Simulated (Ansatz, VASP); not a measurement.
**Two plane-wave programs on Te2I3**

```
CELL_PARAMETERS angstrom
5.09570 0.00000 0.00000
0.00000 5.09570 0.00000
0.00000 0.00000 8.47182
ATOMIC_POSITIONS crystal
Te 0.50000 0.00000 0.97915
Te 0.00000 0.50000 0.97915
I 0.50000 0.00000 0.58914
I 0.00000 0.50000 0.58914
I 0.50000 0.50000 0.27915
```

Alike in both runs: task relaxation of cell and atoms; functional PBE; k mesh 4 × 4 × 2; occupations gaussian, width 0.1 eV; no spin polarisation.

|  | VASP | Ansatz |
| --- | --- | --- |
| version | VASP 6.6.1 | Ansatz 0.2.0 |
| potentials or method | VASP PAW PBE potentials, release 64 (Te, I), cutoff 600 eV | scalar-relativistic, plane waves, PAW |
| valence electrons in the cell | 33 | 83 |

```tsv
	VASP	Ansatz	Ansatz less VASP
gap on the k mesh at the Fermi level, each at its own relaxed structure (eV)	none	none	-
relaxed volume (Å³/atom)	44.36	44.18	-0.175
relaxed length of the cell vector where the two differ most in proportion (Å)	5.085	5.072	-0.0134
```

A gap of «none» marks a metal or a gap that the smearing closes. VASP's potentials hold 33 valence electrons a cell and Ansatz's 83, so a difference there can come from the potentials and not from the codes.

The k mesh is coarse, so the values compare programs but aren't converged. Neither program's run includes spin-orbit coupling.
